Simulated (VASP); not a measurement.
BAs, 2 atoms in the cell. The structure is cubic, space group F-43m (No. 216). The conventional cell has a = 4.777 Å, b = 4.777 Å, c = 4.777 Å, α = 90.00°, β = 90.00°, γ = 90.00°. B (site symmetry -43m) has 4 As at 2.07 Å within 2.7 Å. As (site symmetry -43m) has 4 B at 2.07 Å within 2.7 Å. 

| Quantity | Value |
| --- | --- |
| Program | VASP 6.6.1 |
| Task | single point |
| Functional | PBE |
| Potentials or basis | VASP PAW PBE potentials, release 64 (B, As) |
| Cutoff | 500 eV |
| k mesh | 6 × 6 × 6 |
| Occupations | gaussian, width 0.1 eV |
| Spin | no spin polarisation |
| Dipole correction | no |
| Further INCAR settings | ALGO = Normal; EDIFF = 1e-06; NBANDS = 11 |

Potentials or basis: VASP PAW PBE potentials, release 64 (B, As).

The run is started by

```sh
$ cat potpaw_PBE.64/B/POTCAR potpaw_PBE.64/As/POTCAR > POTCAR
$ mpirun -np 1 vasp_std > vasp.out
```

Hardware: 1 thread of Intel Xeon 8259CL, with other jobs on the host.

Task: Estimate the wall time of this run.

Result: Wall time 12 s on 1 thread of Intel Xeon 8259CL (shared host), peak memory 0.15 GiB. Counts: scf iterations 12, k points 16.
